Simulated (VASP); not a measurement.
Wanted: the native input for a VASP 6.6.1 run.

| Property | Result |
| --- | --- |
| Task | single point |
| Functional | PBE |
| Dispersion | D3(BJ) |
| Potentials or basis | VASP PAW PBE potentials, release 64 (Mg, I) |
| Cutoff | 520 eV |
| k mesh | 6 × 6 × 4 |
| Occupations | gaussian, width 0.05 eV |
| Spin | no spin polarisation |
| Dipole correction | no |
| Further INCAR settings | ALGO = Normal; EDIFF = 1e-06; NBANDS = 15 |

The structure of MgI2 lies in POSCAR:

```
MgI2
1.0
    4.1537001214      0.0000000000      0.0000000000
   -2.0768500607      3.5972098248      0.0000000000
    0.0000000000      0.0000000000      6.5875200000
Mg I
1 2
Direct
    0.0000000000      0.0000000000      0.0000000000
    0.3333333333      0.6666666667      0.7576300000
    0.6666666667      0.3333333333      0.2423700000
```

These files were run (other wordings do the same):

INCAR

```
SYSTEM = MgI2
PREC = Accurate
ENCUT = 520
EDIFF = 1E-6
ISMEAR = 0
SIGMA = 0.05
LREAL = .False.
LASPH = .True.
NELM = 80
ALGO = Normal
ISIF = 2
LWAVE = .False.
LCHARG = .True.
GGA = PE
IVDW = 12
LELF = .True.
LVHAR = .True.
NBANDS = 15
```

KPOINTS

```
Automatic mesh
0
Gamma
  6 6 4
  0 0 0
```

Potentials or basis: VASP PAW PBE potentials, release 64 (Mg, I).

The run is started by

```console
$ cat potpaw_PBE.64/Mg/POTCAR potpaw_PBE.64/I/POTCAR > POTCAR
$ mpirun -np 1 vasp_std > vasp.out
```

Results of the run:

The pressure is 1.0 GPa. The largest force is 0.337 eV/Å and the band gap on the k mesh is 3.32 eV, indirect (least direct gap 3.58 eV). The dispersion energy per atom is -0.322 eV.

Caveat: three body term missing; spin-orbit coupling is left out, which moves the levels of the heavy elements.

Run time: 29 s on 1 thread of Intel Xeon 6975P-C, on a shared host, peak memory 0.23 GiB.
